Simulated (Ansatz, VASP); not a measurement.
**Two plane-wave programs on Al**

```
Al
1.0
     1.44322    0.83325    6.94111
    -1.44322    0.83325    6.94111
     0.00000   -1.66649    6.94111
Al
3
Cartesian
  0.0000 0.0000 0.0000
  0.0000 0.0000 4.6369
  0.0000 0.0000 16.1864
```

Alike in both runs: functional PBE; k mesh 6 × 6 × 6; occupations gaussian, width 0.1 eV; no spin polarisation.

Ansatz relaxed the structure, and its values are those at the end. VASP's run is a single point on that final structure, the one shown.

```csv
,VASP,Ansatz
version,VASP 6.6.1,Ansatz 0.2.0
potentials or method,"VASP PAW PBE potentials, release 64 (Al), cutoff 500 eV","scalar-relativistic, plane waves, PAW"
valence electrons in the cell,9,9
```

```csv
,VASP,Ansatz,Ansatz less VASP
gap on the k mesh at the Fermi level (eV),none,none,-
pressure (GPa),0.1,0.1,+0.04
```

A gap of «none» marks a metal or a gap that the smearing closes.

The k mesh is coarse, so the values compare programs but aren't converged.
